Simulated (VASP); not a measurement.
A run of VASP 6.6.1:

INCAR

```
SYSTEM = AlNi
PREC = Accurate ; ENCUT = 600
EDIFF = 1E-6 ; ISMEAR = -1
SIGMA = 0.05 ; LREAL = .False.
LASPH = .True. ; NELM = 150
ALGO = Normal ; ISIF = 3
LWAVE = .False. ; LCHARG = .False.
ISPIN = 2 ; MAGMOM = 1 0
LORBIT = 11 ; LMAXMIX = 4
GGA = RE ; IVDW = 13
IBRION = 2 ; NSW = 80
EDIFFG = -0.02
```

Contents of KPOINTS:

```
regular mesh
0
Gamma
  9 9 9
  0 0 0
```

File POSCAR:

```
AlNi
1.0
    2.8810000000      0.0000000000      0.0000000000
    0.0000000000      2.8810000000      0.0000000000
    0.0000000000      0.0000000000      2.8810000000
Ni Al
1 1
Direct
    0.5000000000      0.5000000000      0.5000000000
    0.0000000000      0.0000000000      0.0000000000
```

Potentials or basis: VASP PAW PBE potentials, release 64 (Ni, Al).

Launch:

```bash
$ cat potpaw_PBE.64/Ni/POTCAR potpaw_PBE.64/Al/POTCAR > POTCAR
$ mpirun -np 1 vasp_std > vasp.out
```

Hardware: 1 thread of Intel(R) Xeon(R) Platinum 8259CL CPU @ 2.50GHz (Skylake/Cascade Lake), on a shared host.

Question: Estimate the wall time of this run.

Answer: It took 33 s on 1 thread of Intel(R) Xeon(R) Platinum 8259CL CPU @ 2.50GHz (Skylake/Cascade Lake), with other jobs on the host, peak memory 0.16 GiB. Counts: scf iterations 31, k points 35, ion steps 3.
